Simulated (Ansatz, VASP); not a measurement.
## CdS in VASP and in Ansatz

Contents of INCAR:

```
PREC = Accurate
ENCUT = 520
EDIFF = 1E-6
ISMEAR = 0
SIGMA = 0.05
LREAL = False
LASPH = True
NELM = 60
ALGO = Normal
ISIF = 2
LWAVE = False
LCHARG = False
GGA = CA
NBANDS = 16
```

Contents of KPOINTS:

```
Automatic mesh
0
Gamma
  9 9 6
```

POSCAR

```
CdS
1.0
    4.2611695877      0.0000000000      0.0000000000
   -2.1305847939      3.6902811128      0.0000000000
    0.0000000000      0.0000000000      5.8041729400
Cd S
1 1
Direct
    0.0000000000      0.0000000000      0.4426919200
    0.6057076251      0.3028538126      0.4350746863
```

Input for Ansatz:

```yaml
crystal:
  lattice:
    - [4.2611695877, 0.0, 0.0]
    - [-2.1305847939, 3.6902811128, 0.0]
    - [0.0, 0.0, 5.80417294]
  atoms:
    - { symbol: Cd, position: [0.0, 0.0, 0.44269192] }
    - { symbol: S, position: [0.6057076251, 0.3028538126, 0.4350746863] }
basis:
  ecutwfc: 420
kpoints:
  mp_grid: { grid: [9, 9, 6] }
hamiltonian:
  xc: lda
scf:
  occupations: { method: gaussian, width: 0.05 }
output:
  forces: true
  stress: true
  eigenvalues: true
```

Change from the starting cell: all S atoms moved +0.225 Å, as atom 2 towards its neighbour atom 1 (Cd) at 2.461 Å.

Alike in both runs: task single point; functional LDA; k mesh 9 × 9 × 6; occupations gaussian, width 0.05 eV; no spin polarisation.

|  | VASP | Ansatz |
| --- | --- | --- |
| version | VASP 6.6.1 | Ansatz 0.2.0 |
| potentials or method | VASP PAW LDA potentials, release 64 (Cd, S), cutoff 520 eV | scalar-relativistic, plane waves, PAW |
| valence electrons in the cell | 18 | 26 |

|  | VASP | Ansatz | Ansatz less VASP |
| --- | --- | --- | --- |
| gap on the k mesh at the Fermi level (eV) | 1.01 | 0.99 | -0.029 |
| least direct gap on the mesh (eV) | 1.02 | 0.99 | -0.029 |
| pressure (GPa) | -0.9 | -1.2 | -0.27 |
| traceless stress, the component that is largest in VASP (GPa) | 3.59 | 3.42 | -0.171 |
| rms of the force components (eV/Å) | 1.405 | 1.350 | -0.0552 |

LDA's correlation is that of Perdew and Zunger in VASP and of Perdew and Wang (1992) in Ansatz. Atom by atom the forces differ by 0.055 eV/Å (rms over components). VASP's potentials hold 18 valence electrons a cell and Ansatz's 26, so a difference there can come from the potentials and not from the codes.
